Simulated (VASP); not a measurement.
Crystal: NaBe4.

```
Na Be
1.0
     2.51466    0.00000    0.00000
    -1.25733    2.17776    0.00000
     0.00000    0.00000    8.08584
Na Be
1 4
Direct
  0.00000 0.00000 0.00000
  0.33333 0.66667 0.86586
  0.33333 0.66667 0.37680
  0.66667 0.33333 0.13414
  0.66667 0.33333 0.62320
```

The cell was generated, and may not be a known phase.

| Item | Value |
| --- | --- |
| Program | VASP 6.6.1 |
| Task | relaxation of cell and atoms |
| Functional | PBE |
| Potentials or basis | VASP PAW PBE potentials, release 64 (Na_pv, Be) |
| Cutoff | 600 eV |
| k mesh | 6 × 6 × 2 |
| Occupations | gaussian, width 0.1 eV |
| Spin | no spin polarisation |

At the start: pressure 58.3 GPa; volume 8.86 Å³/atom.

Task: How do energy, volume and symmetry change on relaxing?

Result: Over 21 steps the energy falls by 2322.7 meV/atom and the volume is 10.74 Å³/atom (+21.2 %); space group P-3m1 (No. 164, to 0.1 Å) before and after.

The path:
```csv
step,energy change (eV),largest force (eV/Å),pressure (GPa),volume (Å³)
1,0.0000,9.6240,58.32,44.28
2,-8.1159,2.8055,-5.15,68.32
3,-8.3154,2.1968,-7.98,73.31
4,-8.3350,2.0731,-8.48,74.54
5,-9.4055,1.1543,-7.04,68.14
6,-10.2973,2.9263,4.53,56.36
7,-10.3294,2.2643,0.06,59.15
8,-11.0702,1.6725,-0.05,55.66
9,-11.1477,1.4283,0.77,54.38
10,-11.1501,1.3900,1.00,54.09
11,-11.3927,0.9367,-1.53,54.37
12,-11.5096,0.6485,-3.22,54.86
13,-11.5265,0.4521,-3.13,54.72
14,-11.5273,0.4835,-3.16,54.74
15,-11.5723,0.4254,0.18,52.53
16,-11.5724,0.4218,0.41,52.39
17,-11.5952,0.2252,0.77,52.31
18,-11.6013,0.1061,1.16,52.24
19,-11.6097,0.0611,0.10,53.13
20,-11.6116,0.0557,-0.64,53.83
21,-11.6134,0.0072,-0.14,53.68
```

Final structure:
```xyz
5
Lattice="2.4652 0.0000 0.0000 -1.2326 2.1350 0.0000 0.0000 0.0000 10.1985" Properties=species:S:1:pos:R:3 pbc="T T T"
Na    0.0000    0.0000    0.0000
Be    0.0000    1.4233    7.6435
Be    0.0000    1.4233    4.2477
Be    1.2326    0.7117    2.5550
Be    1.2326    0.7117    5.9508
```

Caveat: the k points lie up to 0.49 Å⁻¹ apart in the final cell, too coarse for converged energies and pressures of a metal; the volume moved by over 15 % at a fixed basis, so the end points are rough.
